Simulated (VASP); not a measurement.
Wanted: the native input for a VASP 6.6.1 run.

```
Task                   : single point
Functional             : LDA
Potentials or basis    : VASP PAW LDA potentials, release 64 (Si)
Cutoff                 : 520 eV
k mesh                 : 8 × 8 × 8
Occupations            : gaussian, width 0.02 eV
Spin                   : no spin polarisation
Dipole correction      : no
Further INCAR settings : ALGO = Normal; EDIFF = 1e-06; NBANDS = 11
```

The structure of Si lies in POSCAR:

```
Si
1.0
    0.0000000000      2.7007939031      2.7007939031
    2.7007939031      0.0000000000      2.7007939031
    2.7007939031      2.7007939031      0.0000000000
Si
2
Direct
    0.5000000000      0.5000000000      0.5000000000
    0.7500000000      0.7500000000      0.7500000000
```

One way to write it, as run:

INCAR

```
PREC = Accurate
ENCUT = 520
EDIFF = 1E-6
ISMEAR = 0
SIGMA = 0.02
LREAL = False
LASPH = True
NELM = 100
ALGO = Normal
ISIF = 2
LWAVE = False
LCHARG = False
GGA = CA
NBANDS = 11
```

KPOINTS

```
Automatic mesh
0
Gamma
  8 8 8
```

Potentials or basis: VASP PAW LDA potentials, release 64 (Si).

The run is started by

```bash
$ cat potpaw_LDA.64/Si/POTCAR > POTCAR
$ mpirun -np 1 vasp_std > vasp.out
```

It gave:

- Pressure: 0.1 GPa
- Band gap on the k mesh: 0.49 eV, indirect (least direct gap 2.53 eV)

It took 3.9 s on 1 thread of Intel(R) Xeon(R) 6975P-C (Granite Rapids), with other jobs on the host, peak memory 0.13 GiB.
